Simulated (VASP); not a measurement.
A run of VASP 6.6.1 is set up as follows.

Contents of INCAR:

```
PREC = Accurate ; ENCUT = 520
EDIFF = 1E-6 ; ISMEAR = 0
SIGMA = 0.05 ; LREAL = F
LASPH = T ; NELM = 100
ALGO = Normal ; ISIF = 2
LWAVE = F ; LCHARG = T
LELF = T ; LVHAR = T
NBANDS = 30
```

File KPOINTS:

```
Automatic mesh
0
Gamma
  7 7 2
```

Contents of POSCAR:

```
N
1.0
   -3.5269202438      0.0000000000      0.0000000000
   -1.7634601219     -3.0544025283      0.0000000000
   -0.2939100203      0.5090670880     13.9505029787
N
8
Direct
    0.1841007275      0.4825659391      0.8953956348
    0.2656420108      0.4010246559      0.4061479353
    0.1971714477      0.4694952189      0.8169713135
    0.2787127310      0.3879539357      0.3277236140
    0.6397459857      0.6935873476      0.1615240855
    0.5582047025      0.7751286308      0.6507717850
    0.6528167060      0.6805166274      0.0830997643
    0.5712754227      0.7620579106      0.5723474638
```

Potentials or basis: VASP PAW LDA potentials, release 64 (N).

Command:

```console
$ cat potpaw_LDA.64/N/POTCAR > POTCAR
$ mpirun -np 1 vasp_std > vasp.out
```

What does it give for the band gap on the k mesh?

6.40 eV (least direct gap 6.53 eV).

What does it give for the pressure?

2.2 GPa.

What does it give for the largest force?

1.532 eV/Å.

Stress tensor (GPa, compression positive):
```
-0.17 -0.02  0.08
-0.02 -0.24 -0.04
 0.08 -0.04  6.98
```

Caveat: the cell differs from its parent crystal (the part above a cut slid along it); the standard files for N, O and F lose accuracy on very short bonds; the stress differs along the axes, from -0 to 7 GPa; forces of over 1 eV/Å act on the atoms, so gaps and moduli don't describe the material at rest. A k mesh can miss the band edges.
